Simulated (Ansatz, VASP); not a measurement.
## Ge in VASP and in Ansatz

POSCAR

```
Ge
1.0
    1.3877718785     -2.5830623466      0.0000000000
    1.3877718785      2.5830623466      0.0000000000
    0.0000000000      0.0000000000      2.6801215215
Ge
1
Direct
    0.5000000000      0.5000000000      0.0000000000
```

INCAR.step1

```
SYSTEM = Ge
ALGO     = Normal         ! electronic algorithm
EDIFF    = 1E-5           ! SCF threshold, eV
ENCUT    = 520            ! plane-wave cutoff, eV
GGA      = PE             ! functional
ISIF     = 2              ! what is computed and relaxed
ISMEAR   = -1             ! smearing method
LASPH    = .TRUE.         ! aspherical terms in the spheres
LREAL    = .FALSE.        ! projectors in reciprocal space
LWAVE    = .TRUE.         ! write WAVECAR
NBANDS   = 13             ! bands
NELM     = 80             ! most SCF steps
PREC     = Accurate       ! precision mode
SIGMA    = 0.05           ! smearing width, eV
```

File INCAR.step2:

```
SYSTEM = Ge
ALGO     = Normal         ! electronic algorithm
EDIFF    = 1E-6           ! SCF threshold, eV
ENCUT    = 520            ! plane-wave cutoff, eV
GGA      = PE             ! functional
HFSCREEN = 0.2079         ! screening, 1/A
ISIF     = 2              ! what is computed and relaxed
ISMEAR   = -1             ! smearing method
ISTART   = 1            
LASPH    = .TRUE.         ! aspherical terms in the spheres
LCHARG   = .TRUE.         ! write CHGCAR
LELF     = .TRUE.         ! ELF
LHFCALC  = .TRUE.         ! exact exchange
LREAL    = .FALSE.        ! projectors in reciprocal space
LVHAR    = .TRUE.       
LWAVE    = .FALSE.        ! write WAVECAR
NBANDS   = 13             ! bands
NELM     = 80             ! most SCF steps
PREC     = Accurate       ! precision mode
PRECFOCK = Normal       
SIGMA    = 0.05           ! smearing width, eV
```

File KPOINTS:

```
k-points
0
G
  6 6 6
  0 0 0
```

Contents of input:

```
crystal:
  lattice:
    - [1.3877718785, -2.5830623466, 0.0]
    - [1.3877718785, 2.5830623466, 0.0]
    - [0.0, 0.0, 2.6801215215]
  atoms:
    - { symbol: Ge, position: [0.5, 0.5, 0.0] }
hamiltonian:
  xc: hse06
  pseudopotentials: { kind: paw }
kpoints:
  mp_grid: { grid: [6, 6, 6] }
scf:
  occupations: { method: fermi_dirac, width: 0.05 }
output:
  forces: true
  stress: true
  eigenvalues: true
```

Alike in both runs: task single point; functional HSE06; k mesh 6 × 6 × 6; occupations fermi-dirac, width 0.05 eV; no spin polarisation.

|  | VASP | Ansatz |
| --- | --- | --- |
| version | VASP 6.6.1 | Ansatz 0.2.0 |
| potentials or method | VASP PAW PBE potentials, release 64 (Ge_d) | Ansatz PAW |
| plane-wave cutoff (eV) | 520 | 420 |
| valence electrons in the cell | 14 | 14 |

```csv
,VASP,Ansatz,Ansatz less VASP
gap on the k mesh at the Fermi level (eV),none,none,-
pressure (GPa),-1.4,-1.6,-0.23
"traceless stress, the component that is largest in VASP (GPa)",7.21,7.23,+0.023
```

A gap of «none» marks a metal or a gap that the smearing closes.

The k mesh is coarse, so the values compare programs but aren't converged.
